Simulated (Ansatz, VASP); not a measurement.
# One calculation of Al, two programs

```
CELL_PARAMETERS angstrom
3.28998 1.89947 5.61075
-3.28998 1.89947 5.61075
0.00000 -3.79895 5.61075
ATOMIC_POSITIONS crystal
Al 0.01019 0.65361 0.01019
Al 0.01019 0.01019 0.65361
Al 0.65361 0.01019 0.01019
Al 0.98981 0.34639 0.98981
Al 0.34639 0.98981 0.98981
Al 0.98981 0.98981 0.34639
Al 0.22118 0.63060 0.22118
Al 0.22118 0.22118 0.63060
Al 0.63060 0.22118 0.22118
Al 0.77882 0.36940 0.77882
Al 0.36940 0.77882 0.77882
Al 0.77882 0.77882 0.36940
```

Alike in both runs: task relaxation of cell and atoms; functional PBE; k mesh 3 × 3 × 3; occupations gaussian, width 0.1 eV; no spin polarisation.

|  | VASP | Ansatz |
| --- | --- | --- |
| version | VASP 6.6.1 | Ansatz 0.2.0 |
| potentials or method | VASP PAW PBE potentials, release 64 (Al), cutoff 600 eV | scalar-relativistic, plane waves, PAW |
| valence electrons in the cell | 36 | 36 |

|  | VASP | Ansatz | Ansatz less VASP |
| --- | --- | --- | --- |
| gap on the k mesh at the Fermi level, each at its own relaxed structure (eV) | none | none | - |
| relaxed volume (Å³/atom) | 23.63 | 23.44 | -0.186 |
| relaxed cell length with the largest relative difference (Å) | 7.681 | 7.660 | -0.0213 |

A gap of «none» marks a metal or a gap that the smearing closes.

The k mesh is coarse, so the values compare programs but aren't converged. Noted on VASP's run: the volume moved by over 15 % at a fixed basis, so the end points are rough.
